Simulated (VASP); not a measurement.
Wanted: the native input for a VASP 6.6.1 run.

```yaml
Task: single point
Functional: r2SCAN
Potentials_or_basis: VASP PAW PBE potentials, release 64 (Mg, S)
Cutoff: 520 eV
k_mesh: 7 × 7 × 7
Occupations: methfessel-paxton, width 0.01 eV
Spin: no spin polarisation
Dipole_correction: no
Further_INCAR_settings: ALGO = Normal; EDIFF = 1e-06; NBANDS = 11
```

The system is MgS.

```
Mg S
1.0
     0.00000    2.71198    2.71198
     2.71198    0.00000    2.71198
     2.71198    2.71198    0.00000
Mg S
1 1
Direct
  0.00000 0.00000 0.00000
  0.75000 0.75000 0.75000
```

The input as run:

POSCAR

```
MgS
1.0
    0.0000000000      2.7119849695      2.7119849695
    2.7119849695      0.0000000000      2.7119849695
    2.7119849695      2.7119849695      0.0000000000
Mg S
1 1
Direct
    0.0000000000      0.0000000000      0.0000000000
    0.7500000000      0.7500000000      0.7500000000
```

INCAR.step1

```
SYSTEM = MgS
PREC = Accurate
ENCUT = 520
ISMEAR = 1
SIGMA = 0.01
LREAL = .False.
LASPH = .True.
NELM = 100
NBANDS = 11
GGA = PE
ALGO = Normal
EDIFF = 1E-4
LWAVE = .True.
LCHARG = .False.
```

INCAR.step2

```
SYSTEM = MgS
PREC = Accurate
ENCUT = 520
EDIFF = 1E-6
ISMEAR = 1
SIGMA = 0.01
LREAL = .False.
LASPH = .True.
NELM = 100
ALGO = Normal
ISIF = 2
LWAVE = .False.
LCHARG = .False.
METAGGA = R2SCAN
LMIXTAU = .True.
NBANDS = 11
ISTART = 1
```

KPOINTS

```
regular mesh
0
Gamma
  7 7 7
  0 0 0
```

Potentials or basis: VASP PAW PBE potentials, release 64 (Mg, S).

Launch:

```sh
$ cat potpaw_PBE.64/Mg/POTCAR potpaw_PBE.64/S/POTCAR > POTCAR
$ cp INCAR.step1 INCAR
$ mpirun -np 1 vasp_std > vasp.out
$ cp INCAR.step2 INCAR
$ mpirun -np 1 vasp_std > vasp.out
```

It gave:

```
Pressure               : 9.7 GPa
Band gap on the k mesh : 4.39 eV, indirect (least direct gap 4.85 eV)
```

Caveat: the PAW data sets were made with another functional, which shifts forces and pressure a little.

Wall time 43 s on 1 thread of Intel Xeon 6975P-C, on a shared host, peak memory 0.17 GiB.
